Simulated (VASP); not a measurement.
Ru: single point with LDA

Crystal: Ru.

```
Ru
1.0
     2.67406    0.00000    0.00000
    -1.33703    2.31580    0.00000
     0.00000    0.00000    4.22676
Ru
2
Direct
  0.33333 0.66667 0.25000
  0.66667 0.33333 0.75000
```

* Program: VASP 6.6.1
* Task: single point
* Functional: LDA
* Potentials or basis: VASP PAW LDA potentials, release 64 (Ru_pv)
* Cutoff: 520 eV
* k mesh: 18 × 18 × 10
* Occupations: gaussian, width 0.1 eV
* Spin: no spin polarisation
* Dipole correction: no
* Further INCAR settings: ALGO = Fast; EDIFF = 1e-07; NBANDS = 21

The pressure is 0.9 GPa and the band gap on the k mesh is zero (band 14 reaches 14.95 eV, above the bottom of band 15 at 11.63 eV).

Levels at points of the mesh, in eV from the Fermi level:
```csv
k point,band 10,band 11,band 12,band 13,band 14,band 15,band 16,band 17,band 18,band 19
"(0.00, 0.00, 0.00)",-2.76,-2.56,-2.03,-2.03,-1.48,-1.48,1.27,1.27,1.36,9.94
"(0.50, 0.00, 0.00)",-3.20,-2.17,-1.85,-1.59,1.54,1.99,2.07,4.29,6.39,11.36
"(0.00, 0.00, 0.50)",-2.93,-2.93,-2.93,-2.83,-2.83,0.60,0.60,0.60,0.60,9.95
"(0.50, 0.00, 0.50)",-4.79,-1.12,-1.12,0.48,0.48,1.81,1.81,3.55,3.55,9.95
```

It took 60 s on 1 thread of Intel(R) Xeon(R) Platinum 8488C (Sapphire Rapids) (shared host), peak memory 0.2 GiB.
